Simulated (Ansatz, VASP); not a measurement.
Two plane-wave programs on Al

The input INCAR:

```
PREC = Accurate
ENCUT = 520
EDIFF = 1E-6
ISMEAR = 0
SIGMA = 0.15
LREAL = False
LASPH = True
NELM = 80
ALGO = Fast
ISIF = 2
LWAVE = False
LCHARG = False
GGA = PE
IVDW = 12
NBANDS = 8
```

The input KPOINTS:

```
regular mesh
0
Gamma
  26 26 26
```

POSCAR

```
Al
1.0
    0.0298704424      1.9913628292      1.9913628292
    1.9913628292      0.0298704424      1.9913628292
    2.0212332716      2.0212332716      0.0000000000
Al
1
Direct
    0.0000000000      0.0000000000      0.0000000000
```

Input for Ansatz:

```yaml
crystal:
  lattice:
    - [0.0298704424, 1.9913628292, 1.9913628292]
    - [1.9913628292, 0.0298704424, 1.9913628292]
    - [2.0212332716, 2.0212332716, 0.0]
  atoms:
    - { symbol: Al, position: [0.0, 0.0, 0.0] }
basis:
  ecutwfc: 420
kpoints:
  mp_grid: { grid: [26, 26, 26] }
hamiltonian:
  xc: pbe
  dispersion: d3bj
scf:
  occupations: { method: gaussian, width: 0.15 }
output:
  forces: true
  stress: true
  eigenvalues: true
```

Change from the starting cell: strain +0.0300 x Voigt [0, 0, 0, 0, 0, 1], atoms carried along.

Alike in both runs: task single point; functional PBE; dispersion D3(BJ); k mesh 26 × 26 × 26; occupations gaussian, width 0.15 eV; no spin polarisation.

|  | VASP | Ansatz |
| --- | --- | --- |
| version | VASP 6.6.1 | Ansatz 0.2.0 |
| potentials or method | VASP PAW PBE potentials, release 64 (Al), cutoff 520 eV | scalar-relativistic, plane waves, PAW |
| valence electrons in the cell | 3 | 3 |

|  | VASP | Ansatz | Ansatz less VASP |
| --- | --- | --- | --- |
| gap on the k mesh at the Fermi level (eV) | none | none | - |
| pressure (GPa) | 0.1 | 0.1 | +0.04 |
| traceless stress, the component that is largest in VASP (GPa) | -1.42 | -1.42 | +0.001 |

A gap of «none» marks a metal or a gap that the smearing closes.
